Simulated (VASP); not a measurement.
# Au (P-1) in VASP: a series of runs

The runs below take Au through single point, with r2SCAN.

Everything below comes from runs of VASP 6.6.1. Logs are shortened: lines on timing, memory, paths and dates and some standing lists are left out, and cuts for length are marked.

## 1. The cell of the first run

The typed cell holds 2 atoms: a = 2.797 Å, b = 2.801 Å, c = 5.156 Å, α = 103.14°, β = 102.66°, γ = 90.26°.

## 2. Single point, r2SCAN

Contents of POSCAR:

```
Au
1.0
    2.7965925888      0.0000000000      0.0000000000
   -0.0128683956      2.8012516386      0.0000000000
   -1.1302545584     -1.1774549423      4.8909659635
Au
2
Direct
    0.6728620000      0.6659620000      0.2740550000
    0.3271380000      0.3340380000      0.7259450000
```

Contents of INCAR.step1:

```
SYSTEM = Au
PREC     = Accurate       ! precision mode
ENCUT    = 520            ! plane-wave cutoff, eV
ISMEAR   = -1             ! smearing method
SIGMA    = 0.05           ! smearing width, eV
LREAL    = .FALSE.        ! projectors in reciprocal space
LASPH    = .TRUE.         ! aspherical terms in the spheres
NELM     = 80             ! most SCF steps
NBANDS   = 18             ! bands
GGA      = PE             ! functional
ALGO     = Normal         ! electronic algorithm
EDIFF    = 1E-4           ! SCF threshold, eV
LWAVE    = .TRUE.         ! write WAVECAR
LCHARG   = .FALSE.        ! write CHGCAR
```

Contents of INCAR.step2:

```
SYSTEM = Au
PREC     = Accurate       ! precision mode
ENCUT    = 520            ! plane-wave cutoff, eV
EDIFF    = 1E-6           ! SCF threshold, eV
ISMEAR   = -1             ! smearing method
SIGMA    = 0.05           ! smearing width, eV
LREAL    = .FALSE.        ! projectors in reciprocal space
LASPH    = .TRUE.         ! aspherical terms in the spheres
NELM     = 80             ! most SCF steps
ALGO     = Normal         ! electronic algorithm
ISIF     = 2              ! what is computed and relaxed
LWAVE    = .FALSE.        ! write WAVECAR
LCHARG   = .FALSE.        ! write CHGCAR
METAGGA  = R2SCAN         ! meta-GGA
LMIXTAU  = .TRUE.       
NBANDS   = 18             ! bands
ISTART   = 1
```

Contents of KPOINTS:

```
Automatic mesh
0
G
  10 10 6
  0 0 0
```

Potentials or basis: VASP PAW PBE potentials, release 64 (Au).

The run is started by

```console
cat potpaw_PBE.64/Au/POTCAR > POTCAR
cp INCAR.step1 INCAR
mpirun -np 1 vasp_std > vasp.out
cp INCAR.step2 INCAR
mpirun -np 1 vasp_std > vasp.out
```

OUTCAR:

```text
SYSTEM = Au
   PREC = Accurate
   ENCUT = 520
   EDIFF = 1E-6
   ISMEAR = -1
   LREAL = .FALSE.
   LASPH = .TRUE.
   NELM = 80
   ISIF = 2
   METAGGA = R2SCAN
   ISTART = 1

 ion  position               nearest neighbor table
   1  0.673  0.666  0.274-   2 2.72   2 2.90   2 2.96   2 2.98   2 3.03
   2  0.327  0.334  0.726-   1 2.72   1 2.90   1 2.96   1 2.98   1 3.03

  LATTYP: Found a triclinic cell.
 ALAT       =     2.7965925888
 B/A-ratio  =     1.4186468224
 C/A-ratio  =     2.8424930260
 COS(alpha) =     0.0022337933
 COS(beta)  =     0.5581870929
 COS(gamma) =     0.7081406305

  Lattice vectors:

 A1 = (  -2.7965925888,   0.0000000000,   0.0000000000)
 A2 = (  -2.8094609844,   2.8012516386,   0.0000000000)
 A3 = (  -4.4371938280,  -4.4250483349,  -4.8909659635)

Analysis of symmetry for initial positions (statically):
=====================================================================
 Subroutine PRICEL returns:
 Original cell was already a primitive cell.

 Routine SETGRP: Setting up the symmetry group for a
 triclinic supercell.

 Subroutine GETGRP returns: Found  2 space group operations
 (whereof  2 operations were pure point group operations)
 out of a pool of  2 trial point group operations.

The static configuration has the point symmetry S_2 .

Analysis of symmetry for dynamics (positions and initial velocities):
=====================================================================
 Subroutine PRICEL returns:
 Original cell was already a primitive cell.

 Routine SETGRP: Setting up the symmetry group for a
 triclinic supercell.

 Subroutine GETGRP returns: Found  2 space group operations
 (whereof  2 operations were pure point group operations)
 out of a pool of  2 trial point group operations.

The dynamic configuration has the point symmetry S_2 .

 Subroutine INISYM returns: Found  2 space group operations
 (whereof  2 operations are pure point group operations),
 and found     1 'primitive' translations

----------------------------------------------------------------------------------------

                                     Primitive cell

  volume of cell :      38.3156

  direct lattice vectors                    reciprocal lattice vectors
     2.796592589  0.000000000  0.000000000     0.357578005  0.001642643  0.083028243
    -0.012868396  2.801251639  0.000000000     0.000000000  0.356983281  0.085940432
    -1.130254558 -1.177454942  4.890965964     0.000000000  0.000000000  0.204458589

  length of vectors
     2.796592589  2.801281196  5.156105465     0.367094562  0.367182272  0.204458589

  position of ions in fractional coordinates (direct lattice)
     0.672862000  0.665962000  0.274055000
     0.327138000  0.334038000  0.725945000

  ion indices of the primitive-cell ions
   primitive index   ion index
                 1           1
                 2           2

----------------------------------------------------------------------------------------

 KPOINTS: Automatic mesh

Automatic generation of k-mesh.
 Grid dimensions read from file:
 generate k-points for:   10   10    6

 Generating k-lattice:

  Cartesian coordinates                     Fractional coordinates (reciprocal lattice)
     0.035757801  0.000164264  0.008302824     0.100000000  0.000000000  0.000000000
     0.000000000  0.035698328  0.008594043     0.000000000  0.100000000  0.000000000
     0.000000000  0.000000000  0.034076432     0.000000000  0.000000000  0.166666667

  Length of vectors
     0.036709456  0.036718227  0.034076432

  Shift w.r.t. Gamma in fractional coordinates (k-lattice)
     0.000000000  0.000000000  0.000000000

 Subroutine IBZKPT returns following result:
 ===========================================

 Found    304 irreducible k-points:

 Following reciprocal coordinates:
            Coordinates               Weight
  0.000000  0.000000  0.000000      1.000000
  0.100000 -0.000000  0.000000      2.000000
  0.200000 -0.000000  0.000000      2.000000
  0.300000 -0.000000  0.000000      2.000000
  0.400000  0.000000  0.000000      2.000000
  0.500000 -0.000000 -0.000000      1.000000
[... 16 lines left out ...]
 -0.400000  0.200000 -0.000000      2.000000
 -0.300000  0.200000 -0.000000      2.000000
 [... further k-points ...]
   k-points           NKPTS =    304   k-points in BZ     NKDIM =    304   number of bands    NBANDS=     18
   number of dos      NEDOS =    301   number of ions     NIONS =      2
   total plane-waves  NPLWV =  23040
   dimension x,y,z NGX =    24 NGY =   24 NGZ =   40
   dimension x,y,z NGXF=    48 NGYF=   48 NGZF=   80
   ions per type =               2
   NGX,Y,Z   is equivalent  to a cutoff of  14.27, 14.24, 12.90 a.u.
   NGXF,Y,Z  is equivalent  to a cutoff of  28.53, 28.49, 25.79 a.u.
 SYSTEM =  Au
   PREC   = accura    normal or accurate (medium, high low for compatibility)
   ISTART =      1    job   : 0-new  1-cont  2-samecut
   ICHARG =      0    charge: 1-file 2-atom 10-const
   ISPIN  =      1    spin polarized calculation?
   LNONCOLLINEAR =      F non collinear calculations
   LSORBIT =      F    spin-orbit coupling
   LASPH  =      T    aspherical Exc in radial PAW
   ENCUT  =  520.0 eV  38.22 Ry    6.18 a.u.   5.20  5.21  9.59*2*pi/ulx,y,z
   NELM   =     80;   NELMIN=  2; NELMDL=  0     # of ELM steps
   EDIFF  = 0.1E-05   stopping-criterion for ELM
   LREAL  =      F    real-space projection
   EDIFFG = 0.1E-04   stopping-criterion for IOM
   NSW    =      0    number of steps for IOM
   IBRION =     -1    ionic relax: 0-MD 1-quasi-New 2-CG
   NFREE  =      0    steps in history (QN), initial steepest desc. (CG)
   ISIF   =      2    stress and relaxation
   ISYM   =      2    0-nonsym 1-usesym 2-fastsym
   POTIM  = 0.5000    time-step for ionic-motion
   TEBEG  =    0.0;   TEEND  =   0.0 temperature during run
   PSTRESS=    0.0 pullay stress
   NELECT =      22.0000    total number of electrons
   NUPDOWN=      -1.0000    fix difference up-down
   EMIN   =  10.00;   EMAX   =-10.00  energy-range for DOS
   EFERMI =   0.00;   METHOD = LEGACY
   ISMEAR =    -1;   SIGMA  =   0.05  broadening in eV -4-tet -1-fermi 0-gaus
   EFERMI_NEDOS =   21; number of points for ismear=-14 and -15
   IALGO  =     38    algorithm
   IMIX   =      4    mixing-type and parameters
     AMIX     =   0.40;   BMIX     =  1.00
     AMIX_MAG =   1.60;   BMIX_MAG =  1.00
  volume/ion in A,a.u.               =      19.16       129.28
  Fermi-wavevector in a.u.,A,eV,Ry     =   1.360683  2.571319 25.190631  1.851459
  Thomas-Fermi vector in A             =   2.487324
   LORBIT       =      0    0 simple, 1 ext, 2 COOP (PROOUT), +10 PAW based schemes
   METAGGA = R2SCAN    functional components
   LHFCALC =     F    Hartree Fock is set to
   AEXX    =    0.0000 exact exchange contribution
   IVDW    =     0    specifies the selected vdW correction
   LEPSILON=     F    determine dielectric tensor
   LRPA    =     F    only Hartree local field effects (RPA)
 non-spin polarized calculation
  energy-cutoff  :      520.00
  volume of cell :       38.32
 maximum number of plane-waves:      1048
 NGX is ok and might be reduce to    24
   NGX = 11   NGY = 11   NGZ = 19

 number of electron      22.0000000 magnetization

 Free energy of the ion-electron system (eV)
  ---------------------------------------------------
  ext. energy  EPLUGINS =         0.00000000
  ---------------------------------------------------
  free energy    TOTEN  =      -100.99080179 eV

  energy without entropy =     -100.98744705  energy(sigma->0) =     -100.98912442

 E-fermi :   7.3584     XC(G=0): -12.7367

 val. band max:        7.3297734239   @ k =   0.4000  -0.1000   0.3333
 cond. band min:       7.3630569573   @ k =   0.3000  -0.4000   0.3333
 fundamental gap:      0.0332835334
 Fermi energy:         7.3583771699

 k-point     1 :       0.0000    0.0000    0.0000
  band No.  band energies     occupation
      1      -1.4937      2.00000
      2       0.9562      2.00000
      3       1.2195      2.00000
      4       1.7677      2.00000
      5       2.3590      2.00000
      6       4.1991      2.00000
[... 10 lines left out ...]
     17      23.9437      0.00000
     18      25.9546      0.00000

 k-point     2 :       0.1000   -0.0000    0.0000
  band No.  band energies     occupation
      1      -1.2370      2.00000
      2       1.1072      2.00000
      3       1.3854      2.00000
      4       1.8989      2.00000
      5       2.4571      2.00000
      6       3.9960      2.00000
[... 10 lines left out ...]
     17      24.2355      0.00000
     18      25.9374      0.00000

 k-point     3 :       0.2000   -0.0000    0.0000
  band No.  band energies     occupation
      1      -0.5480      2.00000
      2       1.2686      2.00000
      3       2.0408      2.00000
      4       2.1437      2.00000
      5       2.8516      2.00000
      6       3.3541      2.00000
[... 10 lines left out ...]
     17      25.1032      0.00000
     18      25.4769      0.00000

 k-point     4 :       0.3000   -0.0000    0.0000
  band No.  band energies     occupation
      1       0.3027      2.00000
      2       1.3906      2.00000
      3       2.2136      2.00000
      4       2.5708      2.00000
      5       2.9037      2.00000
      6       3.5632      2.00000
[... 375 lines left out ...]
      4       2.5121      2.00000
      5       2.9436      2.00000
      6       3.3881      2.00000
[... 10 lines left out ...]
     17      21.9484      0.00000
     18      23.0256      0.00000

 k-point    23 :      -0.4000    0.2000   -0.0000
  band No.  band energies     occupation
      1       1.2590      2.00000
      2       2.0648      2.00000
      3       2.1765      2.00000
      4       2.5613      2.00000
      5       2.9574      2.00000
      6       3.3643      2.00000
[... 10 lines left out ...]
     17      21.6786      0.00000
     18      23.4446      0.00000

 k-point    24 :      -0.3000    0.2000   -0.0000
  band No.  band energies     occupation
      1       0.8864      2.00000
      2       2.2282      2.00000
      3       2.2885      2.00000
      4       2.6365      2.00000
      5       2.8980      2.00000
      6       3.3719      2.00000
[... 10 lines left out ...]
     17      20.6206      0.00000
     18      25.3189      0.00000

 [... further k-points ...]
[... 5 lines left out ...]
  --------------------------------------------------------------------------------------
  -------------------------------------------------------------------------------------
  Total       -0.5205904     -0.5930978      0.0633638      0.0551032      0.1523877      0.1940778
  in kB      -21.7686136    -24.8005293      2.6495739      2.3041523      6.3721271      8.1154093
  external PRESSURE =     -14.6398564 kB  Pullay stress =       0.0000000 kB

 VOLUME and BASIS-vectors are now :
 -----------------------------------------------------------------------------
  energy-cutoff  :      520.00
  volume of cell :       38.32
      direct lattice vectors                 reciprocal lattice vectors
     2.796592589  0.000000000  0.000000000     0.357578005  0.001642643  0.083028243
    -0.012868396  2.801251639  0.000000000     0.000000000  0.356983281  0.085940432
    -1.130254558 -1.177454942  4.890965964     0.000000000  0.000000000  0.204458589

 POSITION                                       TOTAL-FORCE (eV/Angst)
 -----------------------------------------------------------------------------------
      1.56340      1.54284      1.34039         0.031937      0.028575      0.008071
      0.09007      0.08096      3.55057        -0.031937     -0.028575     -0.008071
 -----------------------------------------------------------------------------------
    total drift:                                0.000000     -0.000000      0.000000

  FREE ENERGIE OF THE ION-ELECTRON SYSTEM (eV)
  ---------------------------------------------------
  free  energy   TOTEN  =      -100.9908017944 eV

  energy  without entropy=     -100.9874470466  energy(sigma->0) =     -100.98912442
```

Wall time 7.3 min (1 thread of Intel Xeon 8259CL, shared host); peak memory 0.31 GiB.

Results:

```yaml
Free_energy: -100.9908 eV
Pressure: -1.5 GPa
Largest_force: 0.044 eV/Å
Band_gap_on_the_k_mesh: zero (bands 11 and 12 overlap by 5.46 eV)
```

Forces in eV/Å, atoms in the order of the input:
```
Au   0.032  0.029  0.008
Au  -0.032 -0.029 -0.008
```

Levels at points of the mesh, in eV from the Fermi level:
| k point | band 8 | band 9 | band 10 | band 11 | band 12 | band 13 | band 14 | band 15 |
| --- | --- | --- | --- | --- | --- | --- | --- | --- |
| (0.00, 0.00, 0.00) | -2.58 | -2.50 | -2.27 | -1.86 | 0.11 | 2.87 | 14.75 | 14.88 |
| (0.50, 0.00, 0.00) | -3.08 | -2.57 | -2.04 | 0.50 | 1.20 | 3.02 | 5.87 | 10.26 |
| (0.00, 0.50, 0.00) | -3.02 | -2.54 | -2.08 | 0.44 | 1.21 | 2.86 | 5.82 | 10.21 |
| (0.50, 0.50, 0.00) | -1.54 | -0.95 | -0.93 | 2.90 | 4.92 | 6.36 | 7.00 | 7.75 |
| (0.00, 0.00, 0.50) | -3.25 | -2.21 | -1.97 | -1.84 | -1.79 | 9.85 | 12.19 | 13.05 |
| (0.50, 0.00, 0.50) | -2.66 | -2.26 | -2.11 | 0.06 | 1.45 | 1.80 | 5.23 | 10.42 |
| (0.00, 0.50, 0.50) | -2.66 | -2.24 | -2.18 | 0.10 | 1.48 | 1.78 | 5.26 | 10.41 |
| (0.50, 0.50, 0.50) | -1.82 | -0.96 | -0.92 | 3.25 | 5.55 | 5.90 | 6.97 | 7.62 |

Caveat: the PAW data sets were made with another functional, which shifts forces and pressure a little; spin-orbit coupling is left out, which moves the levels of the heavy elements.

(Continued in part 2 of 2.)

The gap in the log of VASP goes by the Fermi energy; the results here count the filled bands.